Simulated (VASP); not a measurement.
Set up this calculation in VASP 6.6.1, as the native input.

| Quantity | Value |
| --- | --- |
| Task | single point |
| Functional | PBEsol |
| Potentials or basis | VASP PAW PBE potentials, release 64 (In_d) |
| Cutoff | 520 eV |
| k mesh | 10 × 10 × 10 |
| Occupations | gaussian, width 0.1 eV |
| Spin | no spin polarisation |
| Dipole correction | no |
| Further INCAR settings | ALGO = Fast; EDIFF = 1e-06; NBANDS = 34 |

The structure of In lies in POSCAR:

```
In
1.0
    2.4470898743     -4.1473635292      0.0000000000
    2.4470898743      4.1473635292      0.0000000000
    0.0000000000      0.0000000000      4.9006898420
In
4
Direct
    0.1525000000      0.8475000000      0.0785000000
    0.6525000000      0.3475000000      0.4215000000
    0.8475000000      0.1525000000      0.9215000000
    0.3475000000      0.6525000000      0.5785000000
```

This cell differs from its parent crystal: Ga replaced by In, lengths x 1.098, strained.

These files were run (other wordings do the same):

INCAR

```
PREC     = Accurate       # precision mode
ENCUT    = 520            # plane-wave cutoff, eV
EDIFF    = 1E-6           # SCF threshold, eV
ISMEAR   = 0              # smearing method
SIGMA    = 0.1            # smearing width, eV
LREAL    = False          # projectors in reciprocal space
LASPH    = True           # aspherical terms in the spheres
NELM     = 100            # most SCF steps
ALGO     = Fast           # electronic algorithm
ISIF     = 2              # what is computed and relaxed
LWAVE    = False          # write WAVECAR
LCHARG   = True           # write CHGCAR
GGA      = PS             # functional
LELF     = True           # ELF
LVHAR    = True         
NBANDS   = 34             # bands
```

KPOINTS

```
Automatic mesh
0
Gamma
  10 10 10
```

Potentials or basis: VASP PAW PBE potentials, release 64 (In_d).

Run with:

```console
$ cat potpaw_PBE.64/In_d/POTCAR > POTCAR
$ mpirun -np 1 vasp_std > vasp.out
```

It gave:

* Pressure: 7.1 GPa
* Largest force: 0.579 eV/Å
* Band gap on the k mesh: zero (bands 26 and 27 overlap by 1.17 eV)

Caveat: the cell differs from its parent crystal (Ga replaced by In, lengths x 1.098, strained); the cell stands under pressure; the PAW data sets were made with another functional, which shifts forces and pressure a little; spin-orbit coupling is left out, which moves the levels of the heavy elements.

Wall time 4.5 min on 1 thread of Intel(R) Xeon(R) 6975P-C (Granite Rapids), on a shared host, peak memory 0.53 GiB.
